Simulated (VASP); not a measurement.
A run of VASP 6.6.1 is set up as follows.

The input INCAR:

```
  ALGO = Fast
  EDIFF = 1E-6
  ENCUT = 520
  GGA = PE
  ISIF = 2
  ISMEAR = 0
  LASPH = True
  LCHARG = False
  LREAL = False
  LWAVE = False
  NBANDS = 42
  NELM = 80
  PREC = Accurate
  SIGMA = 0.1
```

KPOINTS

```
k-points
0
Gamma
  12 12 2
```

File POSCAR:

```
Zr5Cl
1.0
    3.1489198369      0.0000000000      0.0000000000
   -1.5744599185      2.7270445732      0.0000000000
    0.0000000000      0.0000000000     13.9293968098
Zr Cl
5 1
Direct
    0.3333333333      0.6666666667      0.1408057689
    0.0000000000      0.0000000000      0.3209596653
    0.3333333333      0.6666666667      0.8591942311
    0.0000000000      0.0000000000      0.6790403347
    0.3333333333      0.6666666667      0.5000000000
    0.0000000000      0.0000000000      0.0000000000
```

Potentials or basis: VASP PAW PBE potentials, release 64 (Zr_sv, Cl).

Command:

```sh
$ cat potpaw_PBE.64/Zr_sv/POTCAR potpaw_PBE.64/Cl/POTCAR > POTCAR
$ mpirun -np 1 vasp_std > vasp.out
```

Task: Predict the pressure.

Result: 10.5 GPa.

Task: What does it give for the band gap on the k mesh?

Result: Zero (an odd number of electrons rules out a gap without spin polarisation).

Task: Predict the largest force.

Result: 0.034 eV/Å.

Forces on the atoms (eV/Å):
```
Zr   0.000  0.000  0.034
Zr   0.000  0.000  0.001
Zr   0.000  0.000 -0.034
Zr   0.000  0.000 -0.001
Zr   0.000  0.000  0.000
Cl   0.000  0.000  0.000
```

Caveat: the cell stands under pressure.
